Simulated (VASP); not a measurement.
Here is a VASP 6.6.1 calculation.

INCAR

```
ALGO     = Normal         # electronic algorithm
EDIFF    = 1E-6           # SCF threshold, eV
ENCUT    = 520            # plane-wave cutoff, eV
GGA      = PE             # functional
ISIF     = 2              # what is computed and relaxed
ISMEAR   = -1             # smearing method
LASPH    = True           # aspherical terms in the spheres
LCHARG   = False          # write CHGCAR
LREAL    = False          # projectors in reciprocal space
LWAVE    = False          # write WAVECAR
NBANDS   = 12             # bands
NELM     = 80             # most SCF steps
PREC     = Accurate       # precision mode
SIGMA    = 0.1            # smearing width, eV
```

File KPOINTS:

```
k-points
0
Gamma
  3 3 3
```

The input POSCAR:

```
Nb
1.0
   -1.6547957147      1.6547957147      1.6547957147
    1.6547957147     -1.6547957147      1.6547957147
    1.6547957147      1.6547957147     -1.6547957147
Nb
1
Direct
    0.0000000000      0.0000000000      0.0000000000
```

Potentials or basis: VASP PAW PBE potentials, release 64 (Nb_sv).

Run with:

```bash
$ cat potpaw_PBE.64/Nb_sv/POTCAR > POTCAR
$ mpirun -np 1 vasp_std > vasp.out
```

Task: Predict the pressure.

Result: -0.9 GPa.

Caveat: the k points lie up to 0.89 Å⁻¹ apart.
